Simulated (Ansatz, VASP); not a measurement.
## Zn2C: VASP beside Ansatz

```
C Zn
1.0
    -0.01953    2.60443    2.60443
     2.60443   -0.01953    2.60443
     2.58489    2.58489    0.00000
C Zn
1 2
Cartesian
  0.0000 0.0000 0.0000
  1.2924 1.2924 1.3022
  3.8773 3.8773 3.9066
```

Change from the starting cell: xy shear strain of -1.5 %.

Alike in both runs: task single point; functional PBE; k mesh 11 × 11 × 11; occupations fermi-dirac, width 0.08 eV; no spin polarisation.

```csv
,VASP,Ansatz
version,VASP 6.6.1,Ansatz 0.2.0
potentials or method,"VASP PAW PBE potentials, release 64 (C, Zn), cutoff 520 eV","all-electron LAPW, scalar-relativistic"
```

VASP gave:

| Property | Result |
| --- | --- |
| pressure (GPa) | 0.6 |
| traceless stress, the component that is largest in VASP (GPa) | 0.82 |

Problem. Estimate Ansatz's values.

Solution. Pressure (GPa): 0.0; traceless stress, the component that is largest in VASP (GPa): 0.80.

Ansatz ran all-electron here, and VASP with PAW potentials.
